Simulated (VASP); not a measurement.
# NbP (I4_1md) in VASP: notebook

NbP is run at these levels: PBE; tasks: single point, relaxation of cell and atoms.

Program: VASP 6.6.1. These are calculated values, not measurements. Logs are shortened: lines on timing, memory, paths and dates and some standing lists are left out, and cuts for length are marked.

## Step 1: The cell of the first run

The structure is tetragonal, space group I4_1md (No. 109). Conventional cell: a = 3.344 Å, b = 3.344 Å, c = 11.454 Å, α = 90.00°, β = 90.00°, γ = 90.00°. Within 3.4 Å of Nb (site symmetry 2mm) lie 6 P at 2.54 to 2.55 Å and 8 Nb at 3.32 to 3.34 Å. Within 3.4 Å of P (site symmetry 2mm) lie 6 Nb at 2.54 to 2.55 Å and 8 P at 3.32 to 3.34 Å.

## Step 2: Single point, PBE

INCAR

```
PREC = Accurate
ENCUT = 520
EDIFF = 1E-6
ISMEAR = 0
SIGMA = 0.05
LREAL = False
LASPH = True
NELM = 60
ALGO = Normal
ISIF = 2
LWAVE = False
LCHARG = False
GGA = PE
NBANDS = 26
```

KPOINTS

```
Automatic mesh
0
Gamma
  8 8 8
```

POSCAR

```
NbP
1.0
   -1.6722309043      1.6722309043      5.7269960229
    1.6722309043     -1.6722309043      5.7269960229
    1.6722309043      1.6722309043     -5.7269960229
Nb P
2 2
Direct
    0.7499736712      0.7499736712      0.0000000000
    0.4999736712      0.9999736712      0.5000000000
    0.3326549038      0.3326549038      0.0000000000
    0.0826549038      0.5826549038      0.5000000000
```

Potentials or basis: VASP PAW PBE potentials, release 64 (Nb_sv, P).

Command:

```
$ cat potpaw_PBE.64/Nb_sv/POTCAR potpaw_PBE.64/P/POTCAR > POTCAR
$ mpirun -np 1 vasp_std > vasp.out
```

OUTCAR:

```text
PREC = Accurate
   ENCUT = 520
   EDIFF = 1E-6
   ISMEAR = 0
   LREAL = False
   LASPH = True
   NELM = 60
   ISIF = 2
   GGA = PE

 ion  position               nearest neighbor table
   1  0.750  0.750  0.000-   4 2.54   4 2.54   3 2.55   3 2.55   3 2.55   3 2.55
   2  0.500  1.000  0.500-   3 2.54   3 2.54   4 2.55   4 2.55   4 2.55   4 2.55
   3  0.333  0.333  0.000-   2 2.54   2 2.54   1 2.55   1 2.55   1 2.55   1 2.55
   4  0.083  0.583  0.500-   1 2.54   1 2.54   2 2.55   2 2.55   2 2.55   2 2.55

  LATTYP: Found a body centered tetragonal cell.
 ALAT       =     3.3444618086
 C/A-ratio  =     3.4247638937

  Lattice vectors:

 A1 = (  -1.6722309043,   1.6722309043,   5.7269960229)
 A2 = (   1.6722309043,  -1.6722309043,   5.7269960229)
 A3 = (   1.6722309043,   1.6722309043,  -5.7269960229)

Analysis of symmetry for initial positions (statically):
=====================================================================
 Subroutine PRICEL returns:
 Original cell was already a primitive cell.

 Routine SETGRP: Setting up the symmetry group for a
 body centered tetragonal supercell.

 Subroutine GETGRP returns: Found  8 space group operations
 (whereof  4 operations were pure point group operations)
 out of a pool of 16 trial point group operations.

The static configuration has the point symmetry C_2v.
 The point group associated with its full space group is C_4v.

Analysis of symmetry for dynamics (positions and initial velocities):
=====================================================================
 Subroutine PRICEL returns:
 Original cell was already a primitive cell.

 Routine SETGRP: Setting up the symmetry group for a
 body centered tetragonal supercell.

 Subroutine GETGRP returns: Found  8 space group operations
 (whereof  4 operations were pure point group operations)
 out of a pool of 16 trial point group operations.

The dynamic configuration has the point symmetry C_2v.
 The point group associated with its full space group is C_4v.

 Subroutine INISYM returns: Found  8 space group operations
 (whereof  4 operations are pure point group operations),
 and found     1 'primitive' translations

----------------------------------------------------------------------------------------

                                     Primitive cell

  volume of cell :      64.0589

  direct lattice vectors                    reciprocal lattice vectors
    -1.672230904  1.672230904  5.726996023     0.000000000  0.299001770  0.087305805
[... 86 lines left out ...]
   LSORBIT =      F    spin-orbit coupling
   LASPH  =      T    aspherical Exc in radial PAW
   ENCUT  =  520.0 eV  38.22 Ry    6.18 a.u.  11.52 11.52 11.52*2*pi/ulx,y,z
   NELM   =     60;   NELMIN=  2; NELMDL= -5     # of ELM steps
   EDIFF  = 0.1E-05   stopping-criterion for ELM
   LREAL  =      F    real-space projection
   EDIFFG = 0.1E-04   stopping-criterion for IOM
   NSW    =      0    number of steps for IOM
   IBRION =     -1    ionic relax: 0-MD 1-quasi-New 2-CG
   NFREE  =      0    steps in history (QN), initial steepest desc. (CG)
   ISIF   =      2    stress and relaxation
   ISYM   =      2    0-nonsym 1-usesym 2-fastsym
   POTIM  = 0.5000    time-step for ionic-motion
   TEBEG  =    0.0;   TEEND  =   0.0 temperature during run
   PSTRESS=    0.0 pullay stress
   NELECT =      36.0000    total number of electrons
   NUPDOWN=      -1.0000    fix difference up-down
   EMIN   =  10.00;   EMAX   =-10.00  energy-range for DOS
   EFERMI =   0.00;   METHOD = LEGACY
   ISMEAR =     0;   SIGMA  =   0.05  broadening in eV -4-tet -1-fermi 0-gaus
   EFERMI_NEDOS =   21; number of points for ismear=-14 and -15
   IALGO  =     38    algorithm
   IMIX   =      4    mixing-type and parameters
     AMIX     =   0.40;   BMIX     =  1.00
     AMIX_MAG =   1.60;   BMIX_MAG =  1.00
  volume/ion in A,a.u.               =      16.01       108.07
  Fermi-wavevector in a.u.,A,eV,Ry     =   1.350981  2.552984 24.832665  1.825149
  Thomas-Fermi vector in A             =   2.478441
   LORBIT       =      0    0 simple, 1 ext, 2 COOP (PROOUT), +10 PAW based schemes
   GGA     = PE    functional components
   LHFCALC =     F    Hartree Fock is set to
   AEXX    =    0.0000 exact exchange contribution
   IVDW    =     0    specifies the selected vdW correction
   LEPSILON=     F    determine dielectric tensor
   LRPA    =     F    only Hartree local field effects (RPA)
 non-spin polarized calculation
 Gauss-broadening in eV      SIGMA  =   0.05
  energy-cutoff  :      520.00
  volume of cell :       64.06
 maximum number of plane-waves:      1752
 NGX is ok and might be reduce to    48
   NGX = 23   NGY = 23   NGZ = 23

 number of electron      36.0000000 magnetization

 Free energy of the ion-electron system (eV)
  ---------------------------------------------------
  ext. energy  EPLUGINS =         0.00000000
  ---------------------------------------------------
  free energy    TOTEN  =       -35.30578342 eV

  energy without entropy =      -35.30459459  energy(sigma->0) =      -35.30518901

 E-fermi :  10.6215     XC(G=0): -12.0152

 val. band max:       10.5886365968   @ k =  -0.2500   0.2500   0.2500
 cond. band min:      10.6268615658   @ k =  -0.2500   0.5000   0.2500
 fundamental gap:      0.0382249690
 Fermi energy:        10.6214916078

 k-point     1 :       0.0000    0.0000    0.0000
  band No.  band energies     occupation
      1     -44.3061      2.00000
      2     -44.2682      2.00000
      3     -20.5709      2.00000
      4     -20.3689      2.00000
      5     -20.3689      2.00000
      6     -20.2260      2.00000
[... 685 lines left out ...]
     25      15.4069      0.00000
     26      16.8465      0.00000

 [... further k-points ...]
[... 5 lines left out ...]
  --------------------------------------------------------------------------------------
  -------------------------------------------------------------------------------------
  Total       -0.1580771     -0.1580771     -0.1481815      0.0000000      0.0000000      0.0000000
  in kB       -3.9536676     -3.9536676     -3.7061678      0.0000000      0.0000000      0.0000000
  external PRESSURE =      -3.8711676 kB  Pullay stress =       0.0000000 kB

 VOLUME and BASIS-vectors are now :
 -----------------------------------------------------------------------------
  energy-cutoff  :      520.00
  volume of cell :       64.06
      direct lattice vectors                 reciprocal lattice vectors
    -1.672230904  1.672230904  5.726996023     0.000000000  0.299001770  0.087305805
     1.672230904 -1.672230904  5.726996023     0.299001770  0.000000000  0.087305805
     1.672230904  1.672230904 -5.726996023     0.299001770  0.299001770  0.000000000

 POSITION                                       TOTAL-FORCE (eV/Angst)
 -----------------------------------------------------------------------------------
      0.00000      0.00000      8.59019        -0.000000      0.000000      0.001878
      1.67223      0.00000      5.72669         0.000000     -0.000000      0.001878
      0.00000      0.00000      3.81023         0.000000     -0.000000     -0.001878
      1.67223      0.00000      0.94673        -0.000000      0.000000     -0.001878
 -----------------------------------------------------------------------------------
    total drift:                                0.000000      0.000000      0.000246

  FREE ENERGIE OF THE ION-ELECTRON SYSTEM (eV)
  ---------------------------------------------------
  free  energy   TOTEN  =       -35.3057834226 eV

  energy  without entropy=      -35.3045945919  energy(sigma->0) =      -35.30518901
```

OSZICAR:

```text
N       E                     dE             d eps       ncg     rms          rms(c)
DAV:   1     0.352638764459E+03    0.35264E+03   -0.19165E+04  3068   0.138E+03
DAV:   2    -0.701434556403E+01   -0.35965E+03   -0.34918E+03  3578   0.509E+02
DAV:   3    -0.359194440325E+02   -0.28905E+02   -0.28267E+02  5720   0.107E+02
DAV:   4    -0.375879894022E+02   -0.16685E+01   -0.16589E+01  4536   0.209E+01
DAV:   5    -0.376746988616E+02   -0.86709E-01   -0.86619E-01  5494   0.517E+00    0.128E+01
DAV:   6    -0.352869547819E+02    0.23877E+01   -0.83996E+00  4728   0.200E+01    0.475E+00
DAV:   7    -0.353062913686E+02   -0.19337E-01   -0.66894E-01  4626   0.439E+00    0.305E+00
DAV:   8    -0.353052631797E+02    0.10282E-02   -0.85711E-02  4750   0.193E+00    0.481E-01
DAV:   9    -0.353054086284E+02   -0.14545E-03   -0.65953E-03  5046   0.519E-01    0.324E-01
DAV:  10    -0.353058085775E+02   -0.39995E-03   -0.18872E-03  3648   0.408E-01    0.600E-02
DAV:  11    -0.353057884850E+02    0.20092E-04   -0.11532E-04  4876   0.913E-02    0.245E-02
DAV:  12    -0.353057866084E+02    0.18767E-05   -0.35546E-06  3464   0.178E-02    0.138E-02
DAV:  13    -0.353057833949E+02    0.32134E-05   -0.30496E-06  3390   0.174E-02    0.233E-03
DAV:  14    -0.353057834226E+02   -0.27661E-07   -0.30657E-07  2032   0.665E-03
   1 F= -.35305783E+02 E0= -.35305189E+02  d E =-.118883E-02
```

It took 6.9 min on 1 thread of Intel Xeon 8259CL, shared host; peak memory 0.36 GiB.

Results:

```yaml
Free_energy: -35.3058 eV
Pressure: -0.4 GPa
Band_gap_on_the_k_mesh: zero (bands 18 and 19 overlap by 0.04 eV)
```

## Step 3: Relaxation of cell and atoms, PBE

This run uses another cell than the first one, of 16.10 Å³/atom.

INCAR

```
ALGO     = Normal         # electronic algorithm
EDIFF    = 1E-6           # SCF threshold, eV
EDIFFG   = -0.03          # ionic threshold
ENCUT    = 600            # plane-wave cutoff, eV
GGA      = PE             # functional
IBRION   = 2              # ionic algorithm
ISIF     = 3              # what is computed and relaxed
ISMEAR   = 0              # smearing method
LASPH    = True           # aspherical terms in the spheres
LCHARG   = False          # write CHGCAR
LREAL    = False          # projectors in reciprocal space
LWAVE    = False          # write WAVECAR
NELM     = 60             # most SCF steps
NSW      = 80             # ionic steps
PREC     = Accurate       # precision mode
SIGMA    = 0.05           # smearing width, eV
```

KPOINTS

```
k-points
0
Gamma
  8 8 8
```

POSCAR

```
NbP
1.0
   -1.6749232544      1.6749232544      5.7401081759
    1.6749232544     -1.6749232544      5.7401081759
    1.6749232544      1.6749232544     -5.7401081759
Nb P
2 2
Direct
    0.7498808000      0.7498808000      0.0000000000
    0.4998808000      0.9998808000      0.5000000000
    0.3327477700      0.3327477700      0.0000000000
    0.0827477800      0.5827477800      0.5000000000
```

Potentials or basis: VASP PAW PBE potentials, release 64 (Nb_sv, P).

Command:

```
$ cat potpaw_PBE.64/Nb_sv/POTCAR potpaw_PBE.64/P/POTCAR > POTCAR
$ mpirun -np 1 vasp_std > vasp.out
```

It took 21 min on 1 thread of Intel Xeon 8259CL, shared host; peak memory 0.41 GiB.

The run converged. Its results:

- Free energy: -35.3061 eV
- Relaxed volume: 15.99 Å³/atom
- Relaxed cell: a = 6.195 Å, b = 6.195 Å, c = 6.195 Å, α = 148.71°, β = 148.71°, γ = 44.84°
- Space group after relaxing (to 0.1 Å): I4_1md (No. 109)
- Energy gained by relaxing: 0.5 meV/atom
- Ionic steps: 3
- Pressure after relaxing: 0.0 GPa
- Largest force after relaxing: 0.013 eV/Å
- Band gap on the k mesh: zero (bands 18 and 19 overlap by 0.04 eV)

Forces in eV/Å, atoms in the order of the input:
```
Nb   0.000  0.000  0.013
Nb   0.000  0.000  0.013
P    0.000  0.000 -0.013
P    0.000  0.000 -0.013
```

Stress tensor (GPa, compression positive):
```
 0.06  0.00  0.00
 0.00  0.06  0.00
 0.00  0.00 -0.08
```

The path:
```
step  energy change (eV)  largest force (eV/Å)  pressure (GPa)  volume (Å³)
   1              0.0000                0.0195           -1.38        64.41
   2              0.0042                0.0004            2.50        63.13
   3             -0.0021                0.0129            0.01        63.94
```

Final structure:
```cif
data_structure
_symmetry_space_group_name_H-M 'P 1'
_symmetry_Int_Tables_number 1
_cell_length_a 6.1953
_cell_length_b 6.1953
_cell_length_c 6.1953
_cell_angle_alpha 148.711
_cell_angle_beta 148.711
_cell_angle_gamma 44.837
_cell_volume 63.94
loop_
_atom_site_label
_atom_site_type_symbol
_atom_site_fract_x
_atom_site_fract_y
_atom_site_fract_z
_atom_site_occupancy
Nb1 Nb 0.74991 0.74991 0.00000 1
Nb2 Nb 0.49991 0.99991 0.50000 1
P1 P 0.33272 0.33272 0.00000 1
P2 P 0.08272 0.58272 0.50000 1
```

Levels at points of the mesh, in eV from the Fermi level:
```tsv
k point	band 14	band 15	band 16	band 17	band 18	band 19	band 20	band 21	band 22
(0.00, 0.00, 0.00)	-2.23	-2.14	-1.72	-1.35	-1.35	0.85	1.62	2.68	3.17
(0.50, 0.00, 0.00)	-3.21	-2.31	-1.87	-1.51	-0.12	0.08	1.33	2.47	2.67
(0.50, 0.50, 0.00)	-4.63	-2.85	-2.85	-0.42	-0.42	3.00	3.00	3.09	3.09
(0.50, 0.50, 0.50)	-2.70	-2.67	-2.67	-0.51	-0.51	1.21	1.21	2.33	2.33
```
